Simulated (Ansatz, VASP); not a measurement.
BAs2: VASP beside Ansatz

```
B As
1.0
     3.11321    0.00000    0.00000
     0.00000    3.07511    0.00000
     0.00000    0.00000    4.90045
B As
1 2
Direct
  0.50000 0.50000 0.50000
  0.00000 0.00000 0.50000
  0.50000 0.00000 0.00000
```

Alike in both runs: functional PBE; k mesh 4 × 4 × 4; occupations gaussian, width 0.1 eV; no spin polarisation.

Ansatz relaxed the structure, and its values are those at the end. VASP's run is a single point on that final structure, the one shown.

|  | VASP | Ansatz |
| --- | --- | --- |
| version | VASP 6.6.1 | Ansatz 0.2.0 |
| potentials or method | VASP PAW PBE potentials, release 64 (B, As), cutoff 520 eV | scalar-relativistic, plane waves, PAW |
| valence electrons in the cell | 13 | 33 |

VASP gave:

- gap on the k mesh at the Fermi level (eV): none
- pressure (GPa): 0.2

Which values does Ansatz return?

gap on the k mesh at the Fermi level (eV): none; pressure (GPa): -0.1.

A gap of «none» marks a metal or a gap that the smearing closes. The functional is the same, so the differences come from potentials, cutoffs and numerics. VASP's potentials hold 13 valence electrons a cell and Ansatz's 33, so a difference there can come from the potentials and not from the codes.

The k mesh is coarse, so the values compare programs but aren't converged.
